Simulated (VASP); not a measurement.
Wanted: the native input for a VASP 6.6.1 run.

- Task: single point
- Functional: PBE
- Potentials or basis: VASP PAW PBE potentials, release 64 (Al, N)
- Cutoff: 520 eV
- k mesh: 8 × 8 × 6
- Occupations: gaussian, width 0.05 eV
- Spin: no spin polarisation
- Dipole correction: no
- Further INCAR settings: ALGO = Normal; EDIFF = 1e-06; NBANDS = 16

The structure of AlN lies in POSCAR:

```
AlN
1.0
    0.0000000000     -1.9844337052     -1.9844337052
    0.0000000000      1.9844337052     -1.9844337052
    3.9688674103      0.0000000000      0.0000000000
Al N
2 2
Direct
    0.5173928713      0.4826071287      0.0000000000
   -0.0173928713      0.0173928713      0.5000000000
    0.4936900135      0.5063099865      0.5000000000
    0.0063099865      0.9936900135      0.0000000000
```

The input as run:

INCAR

```
PREC = Accurate ; ENCUT = 520
EDIFF = 1E-6 ; ISMEAR = 0
SIGMA = 0.05 ; LREAL = False
LASPH = True ; NELM = 80
ALGO = Normal ; ISIF = 2
LWAVE = False ; LCHARG = False
GGA = PE ; NBANDS = 16
```

KPOINTS

```
regular mesh
0
Gamma
  8 8 6
```

Potentials or basis: VASP PAW PBE potentials, release 64 (Al, N).

Command:

```bash
$ cat potpaw_PBE.64/Al/POTCAR potpaw_PBE.64/N/POTCAR > POTCAR
$ mpirun -np 1 vasp_std > vasp.out
```

It gave:

The pressure is 22.4 GPa, the largest force is 0.896 eV/Å and the band gap on the k mesh is 5.13 eV.

It took 27 s on 1 thread of Intel(R) Xeon(R) Platinum 8259CL CPU @ 2.50GHz (Skylake/Cascade Lake), with other jobs on the host, peak memory 0.16 GiB.
